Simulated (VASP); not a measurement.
## SiC: single point with PBE

The system is SiC.

```
CELL_PARAMETERS angstrom
3.15258 0.00000 0.00000
-1.57629 2.73021 0.00000
0.00000 0.00000 5.17381
ATOMIC_POSITIONS crystal
Si 0.33333 0.66667 0.49958
Si 0.66667 0.33333 0.99958
C 0.33333 0.66667 0.87542
C 0.66667 0.33333 0.37542
```

This cell differs from its parent crystal: volume changed by +6%.

```yaml
Program: VASP 6.6.1
Task: single point
Functional: PBE
Potentials_or_basis: VASP PAW PBE potentials, release 64 (Si, C)
Cutoff: 520 eV
k_mesh: 9 × 9 × 4
Occupations: gaussian, width 0.01 eV
Spin: no spin polarisation
Dipole_correction: no
Further_INCAR_settings: ALGO = Normal; EDIFF = 1e-06; NBANDS = 16
```

```
Pressure               : -11.1 GPa
Largest force          : 0.011 eV/Å
Band gap on the k mesh : 2.40 eV, indirect (least direct gap 3.86 eV)
```

Forces in eV/Å, atoms in the order of the input:
```
Si   0.000  0.000 -0.011
Si   0.000  0.000 -0.011
C    0.000  0.000  0.011
C    0.000  0.000  0.011
```

Stress tensor (GPa, compression positive):
```
-11.19   0.00   0.00
  0.00 -11.19   0.00
  0.00   0.00 -10.94
```

Levels at points of the mesh, in eV from the valence-band top:
| k point | band 6 | band 7 | band 8 | band 9 | band 10 | band 11 |
| --- | --- | --- | --- | --- | --- | --- |
| (0.00, 0.00, 0.00) | -0.11 | 0.00 | 0.00 | 4.20 | 5.42 | 6.24 |
| (0.00, 0.00, 0.50) | -0.69 | -0.69 | -0.69 | 5.27 | 5.27 | 6.96 |

It took 16 s on 1 thread of Intel(R) Xeon(R) Platinum 8259CL CPU @ 2.50GHz (Skylake/Cascade Lake) (shared host), peak memory 0.16 GiB.

 A k mesh can miss the band edges.
